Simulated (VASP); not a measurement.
# Ge (C2/c) in VASP: single point with LDA

Aim: the single point of Ge with LDA.

All numbers are computed with VASP 6.6.1; they aren't measurements. Logs are shortened: lines on timing, memory, paths and dates and some standing lists are left out, and cuts for length are marked.

**1. The cell of the first run**

The structure is monoclinic, space group C2/c (No. 15). Conventional cell: a = 5.490 Å, b = 5.687 Å, c = 3.952 Å, α = 90.00°, β = 133.99°, γ = 90.00°. Within 3.1 Å of Ge (site symmetry 2) lie 4 Ge at 2.34 to 2.53 Å.

**2. Single point, LDA (atoms displaced along a vibrational mode, the cell strained)**

Contents of INCAR:

```
SYSTEM = Ge
PREC     = Accurate       ! precision mode
ENCUT    = 520            ! plane-wave cutoff, eV
EDIFF    = 1E-6           ! SCF threshold, eV
ISMEAR   = 0              ! smearing method
SIGMA    = 0.15           ! smearing width, eV
LREAL    = .False.        ! projectors in reciprocal space
LASPH    = .True.         ! aspherical terms in the spheres
NELM     = 60             ! most SCF steps
ALGO     = Normal         ! electronic algorithm
ISIF     = 2              ! what is computed and relaxed
LWAVE    = .False.        ! write WAVECAR
LCHARG   = .True.         ! write CHGCAR
LELF     = .True.         ! ELF
LVHAR    = .True.       
NBANDS   = 21             ! bands
```

Contents of KPOINTS:

```
Automatic mesh
0
Gamma
  14 14 14
  0 0 0
```

Contents of POSCAR:

```
Ge
1.0
    0.0000000000      2.8434572514      2.7452228512
    2.8434572514      0.0000000000      2.7452228512
    2.8434572514      2.8434572514      0.0000000000
Ge
2
Direct
    0.5145870489      0.4854129511      0.4854129511
    0.7354129511      0.7645870489      0.7645870489
```

Potentials or basis: VASP PAW LDA potentials, release 64 (Ge_d).

The run is started by

```sh
$ cat potpaw_LDA.64/Ge_d/POTCAR > POTCAR
$ mpirun -np 1 vasp_std > vasp.out
```

OUTCAR:

```text
SYSTEM = Ge
   PREC = Accurate
   ENCUT = 520
   EDIFF = 1E-6
   ISMEAR = 0
   LREAL = .False.
   LASPH = .True.
   NELM = 60
   ISIF = 2

 ion  position               nearest neighbor table
   1  0.515  0.485  0.485-   2 2.34   2 2.34   2 2.53   2 2.53
   2  0.735  0.765  0.765-   1 2.34   1 2.34   1 2.53   1 2.53

  LATTYP: Found a body centered tetragonal cell.
 ALAT       =     4.0212558090
 C/A-ratio  =     1.3653559891

  Lattice vectors:

 A1 = (   0.0000000000,  -2.8434572514,  -2.7452228512)
 A2 = (   0.0000000000,   2.8434572514,  -2.7452228512)
 A3 = (   2.8434572514,   0.0000000000,   2.7452228512)

Analysis of symmetry for initial positions (statically):
=====================================================================
 Subroutine PRICEL returns:
 Original cell was already a primitive cell.

 Routine SETGRP: Setting up the symmetry group for a
 body centered tetragonal supercell.

 Subroutine GETGRP returns: Found  4 space group operations
 (whereof  2 operations were pure point group operations)
 out of a pool of 16 trial point group operations.

The static configuration has the point symmetry C_2 .
 The point group associated with its full space group is C_2h.

Analysis of symmetry for dynamics (positions and initial velocities):
=====================================================================
 Subroutine PRICEL returns:
 Original cell was already a primitive cell.

 Routine SETGRP: Setting up the symmetry group for a
 body centered tetragonal supercell.

 Subroutine GETGRP returns: Found  4 space group operations
 (whereof  2 operations were pure point group operations)
 out of a pool of 16 trial point group operations.

The dynamic configuration has the point symmetry C_2 .
 The point group associated with its full space group is C_2h.

 Subroutine INISYM returns: Found  4 space group operations
 (whereof  2 operations are pure point group operations),
 and found     1 'primitive' translations

----------------------------------------------------------------------------------------

                                     Primitive cell

  volume of cell :      44.3916

  direct lattice vectors                    reciprocal lattice vectors
     0.000000000  2.843457251  2.745222851    -0.175842278  0.175842278  0.182134576
     2.843457251  0.000000000  2.745222851     0.175842278 -0.175842278  0.182134576
     2.843457251  2.843457251  0.000000000     0.175842278  0.175842278 -0.182134576

  length of vectors
     3.952404033  3.952404033  4.021255809     0.308243438  0.308243438  0.308243438

  position of ions in fractional coordinates (direct lattice)
[... 75 lines left out ...]
   LSORBIT =      F    spin-orbit coupling
   LASPH  =      T    aspherical Exc in radial PAW
   ENCUT  =  520.0 eV  38.22 Ry    6.18 a.u.   7.35  7.35  7.48*2*pi/ulx,y,z
   NELM   =     60;   NELMIN=  2; NELMDL= -5     # of ELM steps
   EDIFF  = 0.1E-05   stopping-criterion for ELM
   LREAL  =      F    real-space projection
   EDIFFG = 0.1E-04   stopping-criterion for IOM
   NSW    =      0    number of steps for IOM
   IBRION =     -1    ionic relax: 0-MD 1-quasi-New 2-CG
   NFREE  =      0    steps in history (QN), initial steepest desc. (CG)
   ISIF   =      2    stress and relaxation
   ISYM   =      2    0-nonsym 1-usesym 2-fastsym
   POTIM  = 0.5000    time-step for ionic-motion
   TEBEG  =    0.0;   TEEND  =   0.0 temperature during run
   PSTRESS=    0.0 pullay stress
   NELECT =      28.0000    total number of electrons
   NUPDOWN=      -1.0000    fix difference up-down
   EMIN   =  10.00;   EMAX   =-10.00  energy-range for DOS
   EFERMI =   0.00;   METHOD = LEGACY
   ISMEAR =     0;   SIGMA  =   0.15  broadening in eV -4-tet -1-fermi 0-gaus
   EFERMI_NEDOS =   21; number of points for ismear=-14 and -15
   IALGO  =     38    algorithm
   IMIX   =      4    mixing-type and parameters
     AMIX     =   0.40;   BMIX     =  1.00
     AMIX_MAG =   1.60;   BMIX_MAG =  1.00
  volume/ion in A,a.u.               =      22.20       149.78
  Fermi-wavevector in a.u.,A,eV,Ry     =   1.403979  2.653135 26.819206  1.971156
  Thomas-Fermi vector in A             =   2.526586
   LORBIT       =      0    0 simple, 1 ext, 2 COOP (PROOUT), +10 PAW based schemes
   GGA     = CA    functional components
   LHFCALC =     F    Hartree Fock is set to
   AEXX    =    0.0000 exact exchange contribution
   IVDW    =     0    specifies the selected vdW correction
   LEPSILON=     F    determine dielectric tensor
   LRPA    =     F    only Hartree local field effects (RPA)
 non-spin polarized calculation
 Gauss-broadening in eV      SIGMA  =   0.15
  energy-cutoff  :      520.00
  volume of cell :       44.39
 maximum number of plane-waves:      1221
 NGX is ok and might be reduce to    30
   NGX = 15   NGY = 15   NGZ = 15

 number of electron      28.0000013 magnetization

 Free energy of the ion-electron system (eV)
  ---------------------------------------------------
  ext. energy  EPLUGINS =         0.00000000
  ---------------------------------------------------
  free energy    TOTEN  =       -10.23032008 eV

  energy without entropy =      -10.22904272  energy(sigma->0) =      -10.22968140

 E-fermi :   5.1300     XC(G=0): -10.3853

 val. band max:        5.1264128981   @ k =   0.4286   0.4286   0.0000
 cond. band min:       5.1393265400   @ k =   0.2857  -0.0000   0.0000
 fundamental gap:      0.0129136418
 Fermi energy:         5.1299567317

 k-point     1 :       0.0000    0.0000    0.0000
  band No.  band energies     occupation
      1     -20.1250      2.00000
      2     -20.1011      2.00000
      3     -20.0548      2.00000
      4     -20.0454      2.00000
      5     -20.0435      2.00000
      6     -19.8483      2.00000
[... 565 lines left out ...]
     20      13.7651      0.00000
     21      14.5298      0.00000

 [... further k-points ...]
[... 5 lines left out ...]
  --------------------------------------------------------------------------------------
  -------------------------------------------------------------------------------------
  Total       -0.1024382      0.2366888      0.8519357      0.0000000     -1.4800545      0.0000000
  in kB       -3.6971894      8.5425450     30.7479650      0.0000000    -53.4179582      0.0000000
  external PRESSURE =      11.8644402 kB  Pullay stress =       0.0000000 kB

 VOLUME and BASIS-vectors are now :
 -----------------------------------------------------------------------------
  energy-cutoff  :      520.00
  volume of cell :       44.39
      direct lattice vectors                 reciprocal lattice vectors
     0.000000000  2.843457251  2.745222851    -0.175842278  0.175842278  0.182134576
     2.843457251  0.000000000  2.745222851     0.175842278 -0.175842278  0.182134576
     2.843457251  2.843457251  0.000000000     0.175842278  0.175842278 -0.182134576

 POSITION                                       TOTAL-FORCE (eV/Angst)
 -----------------------------------------------------------------------------------
      2.76050      2.84346      2.74522         1.830223      0.000000      0.000000
      4.34814      4.26519      4.11783        -1.830223      0.000000      0.000000
 -----------------------------------------------------------------------------------
    total drift:                               -0.000000     -0.000000     -0.000000

  FREE ENERGIE OF THE ION-ELECTRON SYSTEM (eV)
  ---------------------------------------------------
  free  energy   TOTEN  =       -10.2303200759 eV

  energy  without entropy=      -10.2290427189  energy(sigma->0) =      -10.22968140
```

Run time: 3.6 min. Hardware: 1 thread of Intel Xeon 6975P-C (Granite Rapids), shared host; peak memory 0.58 GiB.

Results:

| Property | Result |
| --- | --- |
| Free energy | -10.2303 eV |
| Pressure | 1.2 GPa |
| Largest force | 1.830 eV/Å |
| Band gap on the k mesh | zero (bands 14 and 15 overlap by 0.82 eV) |

Forces in eV/Å, atoms in the order of the input:
```
Ge   1.830  0.000  0.000
Ge  -1.830  0.000  0.000
```

Caveat: the cell differs from its parent crystal (atoms displaced along a vibrational mode, the cell strained); forces of over 1 eV/Å act on the atoms, so gaps and moduli don't describe the material at rest.
